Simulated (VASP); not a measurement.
## Mg: electric field gradients with LDA

The system is Mg.

```
Mg
1.0
    -1.47650    1.47650    1.47650
     1.47650   -1.47650    1.47650
     1.47650    1.47650   -1.47650
Mg
1
Cartesian
  0.0000 0.0000 0.0000
```

```yaml
Program: VASP 6.6.1
Task: electric field gradients
Functional: LDA
Potentials_or_basis: VASP PAW LDA potentials, release 64 (Mg)
Cutoff: 520 eV
k_mesh: 19 × 19 × 19
Occupations: fermi-dirac, width 0.03 eV
Spin: no spin polarisation
Dipole_correction: no
Further_INCAR_settings: ALGO = Normal; EDIFF = 1e-08; NBANDS = 7
```

```json
{"Pressure": "55.9 GPa", "Band gap on the k mesh": "zero (band 1 reaches 9.75 eV, above the bottom of band 2 at 5.50 eV)"}
```

Levels at points of the mesh, in eV from the Fermi level:
```csv
k point,band 1,band 2,band 3,band 4
"(0.00, 0.00, 0.00)",-9.86,17.21,17.21,17.21
```

Wall time 16 s on 1 thread of Intel(R) Xeon(R) Platinum 8259CL CPU @ 2.50GHz (Skylake/Cascade Lake), on a shared host, peak memory 0.13 GiB.

Caveat: without QUAD_EFG the Cq values of the log hold for a quadrupole moment of 1 mb, not for the nuclei.
